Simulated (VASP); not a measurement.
NaCl, 2 atoms in the cell. Symmetry: Fm-3m, No. 225, cubic system. The conventional cell has a = 5.588 Å, b = 5.588 Å, c = 5.588 Å, α = 90.00°, β = 90.00°, γ = 90.00°. Within 3.7 Å of Cl (site symmetry m-3m) lie 6 Na at 2.79 Å. Within 3.7 Å of Na (site symmetry m-3m) lie 6 Cl at 2.79 Å. 

* Program: VASP 6.6.1
* Task: relaxation of cell and atoms
* Functional: revPBE
* Dispersion: D3(BJ)
* Potentials or basis: VASP PAW PBE potentials, release 64 (Cl, Na_pv)
* Cutoff: 600 eV
* k mesh: 8 × 8 × 8
* Occupations: fermi-dirac, width 0.05 eV
* Spin: no spin polarisation
* Dipole correction: no
* Further INCAR settings: ALGO = Normal; EDIFF = 1e-07; IBRION = 2; EDIFFG = -0.01; NSW = 60; ISIF = 3

Potentials or basis: VASP PAW PBE potentials, release 64 (Cl, Na_pv).

Launch:

```sh
$ cat potpaw_PBE.64/Cl/POTCAR potpaw_PBE.64/Na_pv/POTCAR > POTCAR
$ mpirun -np 1 vasp_std > vasp.out
```

Hardware: 1 thread of Intel Xeon 8259CL (shared host).

Task: How long does it take, and how much memory?

Result: It took 15 s on 1 thread of Intel Xeon 8259CL, with other jobs on the host, peak memory 0.18 GiB. Counts: scf iterations 15, k points 29, ion steps 1.
